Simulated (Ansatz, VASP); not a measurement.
**Cr in VASP and in Ansatz**

```
CELL_PARAMETERS angstrom
-1.41496 1.41496 1.41496
1.41496 -1.41496 1.41496
1.41496 1.41496 -1.41496
ATOMIC_POSITIONS crystal
Cr 0.00000 0.00000 0.00000
```

Alike in both runs: task single point; functional r2SCAN; k mesh 15 × 15 × 15; occupations methfessel-paxton of order 1, width 0.2 eV; no spin polarisation.

```csv
,VASP,Ansatz
version,VASP 6.6.1,Ansatz 0.2.0
potentials or method,"VASP PAW PBE potentials, release 64 (Cr_pv), cutoff 550 eV","plane waves (500 eV) with PAW, scalar-relativistic"
valence electrons in the cell,12,14
```

VASP gave:

| Property | Result |
| --- | --- |
| pressure (GPa) | 0.6 |

Question: Estimate Ansatz's values.

Answer: Pressure (GPa): -0.1.

VASP's potentials were made for PBE, not for r2SCAN. VASP's potentials hold 12 valence electrons a cell and Ansatz's 14, so a difference there can come from the potentials and not from the codes.
